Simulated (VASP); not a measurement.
Write the native input for VASP 6.6.1 that does the following.

- Task: relaxation of cell and atoms
- Functional: PBEsol
- Potentials or basis: VASP PAW PBE potentials, release 64 (Na_pv, H)
- Cutoff: 600 eV
- k mesh: 6 × 6 × 6
- Occupations: fermi-dirac, width 0.02 eV
- Spin: no spin polarisation
- Dipole correction: no
- Further INCAR settings: ALGO = Normal; EDIFF = 1e-07; IBRION = 2; EDIFFG = -0.005; NSW = 80; ISIF = 3

The structure of NaH lies in POSCAR:

```
NaH
1.0
    3.9716510597      0.0000000000      0.0000000000
   -1.9858255298      3.4395507127      0.0000000000
    0.0000000000      0.0000000000      4.8740220360
Na H
2 2
Direct
    0.3333333333      0.6666666667     -0.0625143287
    0.6666666667      0.3333333333      0.4374856713
    0.3333333333      0.6666666667      0.4375143287
    0.6666666667      0.3333333333      0.9375143287
```

The input as run:

INCAR

```
SYSTEM = NaH
PREC = Accurate
ENCUT = 600
EDIFF = 1E-7
ISMEAR = -1
SIGMA = 0.02
LREAL = .FALSE.
LASPH = .TRUE.
NELM = 80
ALGO = Normal
ISIF = 3
LWAVE = .FALSE.
LCHARG = .FALSE.
GGA = PS
IBRION = 2
NSW = 80
EDIFFG = -0.005
```

KPOINTS

```
regular mesh
0
G
  6 6 6
  0 0 0
```

Potentials or basis: VASP PAW PBE potentials, release 64 (Na_pv, H).

Command:

```console
$ cat potpaw_PBE.64/Na_pv/POTCAR potpaw_PBE.64/H/POTCAR > POTCAR
$ mpirun -np 1 vasp_std > vasp.out
```

Results of the run:

```yaml
Relaxed_volume: 16.27 Å³/atom
Relaxed_cell: a = 3.943 Å, b = 3.943 Å, c = 4.834 Å, α = 90.00°, β = 90.00°, γ = 120.00°
Space_group_after_relaxing_to_0.05_Å: P6_3/mmc (No. 194)
Energy_gained_by_relaxing: 0.5 meV/atom
Ionic_steps: 4
Pressure_after_relaxing: 0.0 GPa
Band_gap_on_the_k_mesh: 3.09 eV, indirect (least direct gap 4.02 eV)
```

Caveat: the PAW data sets were made with another functional, which shifts forces and pressure a little.

Run time: 43 s on 1 thread of Intel(R) Xeon(R) Platinum 8488C (Sapphire Rapids), with other jobs on the host, peak memory 0.19 GiB.
